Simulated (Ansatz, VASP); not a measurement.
## CsNiN in VASP and in Ansatz

The input INCAR:

```
SYSTEM = CsNiN
ALGO = Normal
EDIFF = 1E-6
ENCUT = 520
GGA = PE
ISIF = 2
ISMEAR = -1
ISPIN = 2
LASPH = .True.
LCHARG = .True.
LELF = .True.
LMAXMIX = 4
LORBIT = 11
LREAL = .False.
LVHAR = .True.
LWAVE = .False.
MAGMOM = 0 1 0
NBANDS = 23
NELM = 150
PREC = Accurate
SIGMA = 0.05
```

KPOINTS

```
k-points
0
Gamma
  6 6 8
  0 0 0
```

File POSCAR:

```
CsNiN
1.0
    5.6098291277      0.0000000000      0.0000000000
   -2.8049145639      4.8582545355      0.0000000000
    0.0000000000      0.0000000000      3.4920129513
Cs Ni N
1 1 1
Direct
    0.6666666667      0.3333333333      0.5000000000
    0.3333333333      0.6666666667      0.0000000000
    0.3333333333      0.6666666667      0.5000000000
```

The input input.yaml:

```yaml
crystal:
  lattice:
    - [5.6098291277, 0.0, 0.0]
    - [-2.8049145639, 4.8582545355, 0.0]
    - [0.0, 0.0, 3.4920129513]
  atoms:
    - { symbol: Cs, position: [0.6666666667, 0.3333333333, 0.5] }
    - { symbol: Ni, position: [0.3333333333, 0.6666666667, 0.0], spin: 1.0 }
    - { symbol: "N", position: [0.3333333333, 0.6666666667, 0.5] }
hamiltonian:
  xc: pbe
  pseudopotentials: { kind: paw }
magnetization:
  spin_polarized: true
kpoints:
  mp_grid: { grid: [6, 6, 8] }
scf:
  occupations: { method: fermi_dirac, width: 0.05 }
output:
  forces: true
  stress: true
  eigenvalues: true
```

Alike in both runs: task single point; functional PBE; k mesh 6 × 6 × 8; occupations fermi-dirac, width 0.05 eV; collinear spin.

```csv
,VASP,Ansatz
version,VASP 6.6.1,Ansatz 0.2.0
potentials or method,"VASP PAW PBE potentials, release 64 (Cs_sv, Ni, N)",Ansatz PAW
plane-wave cutoff (eV),520,420
valence electrons in the cell,24,32
```

|  | VASP | Ansatz | Ansatz less VASP |
| --- | --- | --- | --- |
| gap on the k mesh at the Fermi level (eV) | none | none | - |
| pressure (GPa) | -1.4 | -1.5 | -0.10 |
| traceless stress, the component that is largest in VASP (GPa) | -2.06 | -2.22 | -0.162 |
| net moment per atom (μB) | 0.14 | 0.14 | +0.001 |
| size of the moment on the site where the two differ most (μB) | 0.23 | 0.22 | -0.015 |

Site moments also hang on the region over which each program counts them. A gap of «none» marks a metal or a gap that the smearing closes. VASP's potentials hold 24 valence electrons a cell and Ansatz's 32, so a difference there can come from the potentials and not from the codes.

Neither program's run includes spin-orbit coupling.
